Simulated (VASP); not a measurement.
# Mg (Im-3m) in VASP: notebook, part 2 of 2

VASP 6.6.1. The steps go on from the part before.

## Step 3: Single point, PBE (20.64 Å³/atom)

The input, POSCAR:

```
Mg
1.0
   -1.7280914947      1.7280914947      1.7280914947
    1.7280914947     -1.7280914947      1.7280914947
    1.7280914947      1.7280914947     -1.7280914947
Mg
1
Direct
    0.0000000000      0.0000000000      0.0000000000
```

The input, INCAR.step1:

```
SYSTEM = Mg
PREC     = Accurate       ! precision mode
ENCUT    = 520            ! plane-wave cutoff, eV
EDIFF    = 1E-6           ! SCF threshold, eV
ISMEAR   = -1             ! smearing method
SIGMA    = 0.05           ! smearing width, eV
LREAL    = .FALSE.        ! projectors in reciprocal space
LASPH    = .TRUE.         ! aspherical terms in the spheres
NELM     = 120            ! most SCF steps
ALGO     = Normal         ! electronic algorithm
ISIF     = 2              ! what is computed and relaxed
LWAVE    = .FALSE.        ! write WAVECAR
LCHARG   = .TRUE.         ! write CHGCAR
GGA      = PE             ! functional
NBANDS   = 7              ! bands
GGA_COMPAT= .FALSE.      
NEDOS    = 2001           ! points of the DOS
LORBIT   = 11             ! projections on sites
```

The input, KPOINTS.step1:

```
regular mesh
0
G
  17 17 17
  0 0 0
```

The input, INCAR.step2:

```
SYSTEM = Mg
PREC     = Accurate       ! precision mode
ENCUT    = 520            ! plane-wave cutoff, eV
EDIFF    = 1E-6           ! SCF threshold, eV
ISMEAR   = -5             ! smearing method
SIGMA    = 0.05           ! smearing width, eV
LREAL    = .FALSE.        ! projectors in reciprocal space
LASPH    = .TRUE.         ! aspherical terms in the spheres
NELM     = 120            ! most SCF steps
ALGO     = Normal         ! electronic algorithm
ISIF     = 2              ! what is computed and relaxed
LWAVE    = .FALSE.        ! write WAVECAR
LCHARG   = .FALSE.        ! write CHGCAR
GGA      = PE             ! functional
LORBIT   = 11             ! projections on sites
NEDOS    = 2001           ! points of the DOS
ICHARG   = 11             ! starting density
GGA_COMPAT= .FALSE.
```

The input, KPOINTS.step2:

```
regular mesh
0
G
  26 26 26
  0 0 0
```

Potentials or basis: VASP PAW PBE potentials, release 64 (Mg).

Started as:

```console
cat potpaw_PBE.64/Mg/POTCAR > POTCAR
cp INCAR.step1 INCAR
cp KPOINTS.step1 KPOINTS
mpirun -np 1 vasp_std > vasp.out
cp INCAR.step2 INCAR
cp KPOINTS.step2 KPOINTS
mpirun -np 1 vasp_std > vasp.out
```

OUTCAR:

```text
SYSTEM = Mg
   PREC = Accurate
   ENCUT = 520
   EDIFF = 1E-6
   ISMEAR = -5
   LREAL = .FALSE.
   LASPH = .TRUE.
   NELM = 120
   ISIF = 2
   GGA = PE
   LORBIT = 11
   ICHARG = 11

 ion  position               nearest neighbor table
   1  0.000  0.000  0.000-

  LATTYP: Found a body centered cubic cell.
 ALAT       =     3.4561829894

  Lattice vectors:

 A1 = (  -1.7280914947,   1.7280914947,   1.7280914947)
 A2 = (   1.7280914947,  -1.7280914947,   1.7280914947)
 A3 = (   1.7280914947,   1.7280914947,  -1.7280914947)

Analysis of symmetry for initial positions (statically):
=====================================================================
 Subroutine PRICEL returns:
 Original cell was already a primitive cell.

 Routine SETGRP: Setting up the symmetry group for a
 body centered cubic supercell.

 Subroutine GETGRP returns: Found 48 space group operations
 (whereof 48 operations were pure point group operations)
 out of a pool of 48 trial point group operations.

The static configuration has the point symmetry O_h .

Analysis of symmetry for dynamics (positions and initial velocities):
=====================================================================
 Subroutine PRICEL returns:
 Original cell was already a primitive cell.

 Routine SETGRP: Setting up the symmetry group for a
 body centered cubic supercell.

 Subroutine GETGRP returns: Found 48 space group operations
 (whereof 48 operations were pure point group operations)
 out of a pool of 48 trial point group operations.

The dynamic configuration has the point symmetry O_h .

 Subroutine INISYM returns: Found 48 space group operations
 (whereof 48 operations are pure point group operations),
[... 104 lines left out ...]
   POTIM  = 0.5000    time-step for ionic-motion
   TEBEG  =    0.0;   TEEND  =   0.0 temperature during run
   PSTRESS=    0.0 pullay stress
   NELECT =       2.0000    total number of electrons
   NUPDOWN=      -1.0000    fix difference up-down
   EMIN   =  10.00;   EMAX   =-10.00  energy-range for DOS
   EFERMI =   0.00;   METHOD = LEGACY
   ISMEAR =    -5;   SIGMA  =   0.05  broadening in eV -4-tet -1-fermi 0-gaus
   EFERMI_NEDOS =   21; number of points for ismear=-14 and -15
   IALGO  =     38    algorithm
   IMIX   =      4    mixing-type and parameters
     AMIX     =   0.40;   BMIX     =  1.00
     AMIX_MAG =   1.60;   BMIX_MAG =  1.00
  volume/ion in A,a.u.               =      20.64       139.30
  Fermi-wavevector in a.u.,A,eV,Ry     =   0.751908  1.420900  7.692269  0.565366
  Thomas-Fermi vector in A             =   1.848997
   LORBIT       =     11    0 simple, 1 ext, 2 COOP (PROOUT), +10 PAW based schemes
   GGA     = PE    functional components
   LHFCALC =     F    Hartree Fock is set to
   AEXX    =    0.0000 exact exchange contribution
   IVDW    =     0    specifies the selected vdW correction
   LEPSILON=     F    determine dielectric tensor
   LRPA    =     F    only Hartree local field effects (RPA)
 non-spin polarized calculation
 Fermi weights with tetrahedron method with Bloechl corrections
  energy-cutoff  :      520.00
  volume of cell :       20.64
 maximum number of plane-waves:       586

 number of electron       2.0000000 magnetization

 Free energy of the ion-electron system (eV)
  ---------------------------------------------------
  ext. energy  EPLUGINS =         0.00000000
  ---------------------------------------------------
  free energy    TOTEN  =        -1.44990535 eV

  energy without entropy =       -1.44990535  energy(sigma->0) =       -1.44990535

 E-fermi :   3.2753     XC(G=0):  -8.8295

 val. band max:        3.3116499271   @ k =  -0.4615  -0.4615   0.2308
 cond. band min:       3.1694984285   @ k =  -0.4231  -0.4231   0.0769
 fundamental gap:     -0.1421514986
 Fermi energy:         3.2752733291

 k-point     1 :       0.0000    0.0000    0.0000
  band No.  band energies     occupation
      1      -4.1855      2.00000
      2      16.9836      0.00000
      3      16.9836      0.00000
      4      16.9836      0.00000
      5      19.1109      0.00000
[... 177 lines left out ...]
 k-point    24 :       0.3846    0.0385    0.0000
  band No.  band energies     occupation
      1      -0.1346      2.00000
      2       4.5058     -0.00989
      3      12.0019      0.00000
      4      13.4771      0.00000
      5      14.6085      0.00000

 [... further k-points ...]
[... 5 lines left out ...]
  --------------------------------------------------------------------------------------
  -------------------------------------------------------------------------------------
  Total        0.5606530      0.5606530      0.5606530      0.0000000      0.0000000      0.0000000
  in kB       43.5155550     43.5155550     43.5155550      0.0000000      0.0000000      0.0000000
  external PRESSURE =      43.5155550 kB  Pullay stress =       0.0000000 kB

 VOLUME and BASIS-vectors are now :
 -----------------------------------------------------------------------------
  energy-cutoff  :      520.00
  volume of cell :       20.64
      direct lattice vectors                 reciprocal lattice vectors
    -1.728091495  1.728091495  1.728091495     0.000000000  0.289336532  0.289336532
     1.728091495 -1.728091495  1.728091495     0.289336532  0.000000000  0.289336532
     1.728091495  1.728091495 -1.728091495     0.289336532  0.289336532  0.000000000

 POSITION                                       TOTAL-FORCE (eV/Angst)
 -----------------------------------------------------------------------------------
      0.00000      0.00000      0.00000         0.000000      0.000000      0.000000
 -----------------------------------------------------------------------------------
    total drift:                                0.000000      0.000000      0.000000

  FREE ENERGIE OF THE ION-ELECTRON SYSTEM (eV)
  ---------------------------------------------------
  free  energy   TOTEN  =        -1.4499053474 eV

  energy  without entropy=       -1.4499053474  energy(sigma->0) =       -1.44990535

 total charge

# of ion       s       p       d       tot
------------------------------------------
    1        0.214   0.143   0.015   0.373
```

It took 77 s on 1 thread of Intel Xeon 8259CL, shared host; peak memory 0.2 GiB.

Results:

* Valence electrons inside the program's atomic spheres: Mg 0.37

Caveat: tetrahedron occupations give inexact forces and stress in metals.

## Step 4: Single point, PBE (22.94 Å³/atom)

This run uses another cell than the first one, of 22.94 Å³/atom.

The input, POSCAR:

```
Mg
1.0
   -1.7898606885      1.7898606885      1.7898606885
    1.7898606885     -1.7898606885      1.7898606885
    1.7898606885      1.7898606885     -1.7898606885
Mg
1
Direct
    0.0000000000      0.0000000000      0.0000000000
```

The input, INCAR.step1:

```
PREC = Accurate
ENCUT = 520
EDIFF = 1E-6
ISMEAR = -1
SIGMA = 0.05
LREAL = F
LASPH = T
NELM = 120
ALGO = Normal
ISIF = 2
LWAVE = F
LCHARG = T
GGA = PE
NBANDS = 7
GGA_COMPAT = F
NEDOS = 2001
LORBIT = 11
```

The input, KPOINTS.step1:

```
Automatic mesh
0
Gamma
  17 17 17
```

The input, INCAR.step2:

```
PREC = Accurate
ENCUT = 520
EDIFF = 1E-6
ISMEAR = -5
SIGMA = 0.05
LREAL = F
LASPH = T
NELM = 120
ALGO = Normal
ISIF = 2
LWAVE = F
LCHARG = F
GGA = PE
LORBIT = 11
NEDOS = 2001
ICHARG = 11
GGA_COMPAT = F
```

The input, KPOINTS.step2:

```
Automatic mesh
0
Gamma
  26 26 26
```

Started as:

```console
cat potpaw_PBE.64/Mg/POTCAR > POTCAR
cp INCAR.step1 INCAR
cp KPOINTS.step1 KPOINTS
mpirun -np 1 vasp_std > vasp.out
cp INCAR.step2 INCAR
cp KPOINTS.step2 KPOINTS
mpirun -np 1 vasp_std > vasp.out
```

It took 58 s on 1 thread of Intel Xeon 8259CL, shared host; peak memory 0.2 GiB.

It converged, with:

```yaml
Valence_electrons_inside_the_program's_atomic_spheres: Mg 0.34
```

Levels at points of the mesh, in eV from the Fermi level:
```
           k point  band 1  band 2  band 3  band 4  band 5
(0.00, 0.00, 0.00)   -6.98   12.99   12.99   12.99   15.02
(0.50, 0.00, 0.00)   -1.52   -0.95    8.59    9.30   10.17
(0.50, 0.50, 0.50)    3.82    3.82    3.82    3.97    3.97
```

Caveat: tetrahedron occupations give inexact forces and stress in metals.
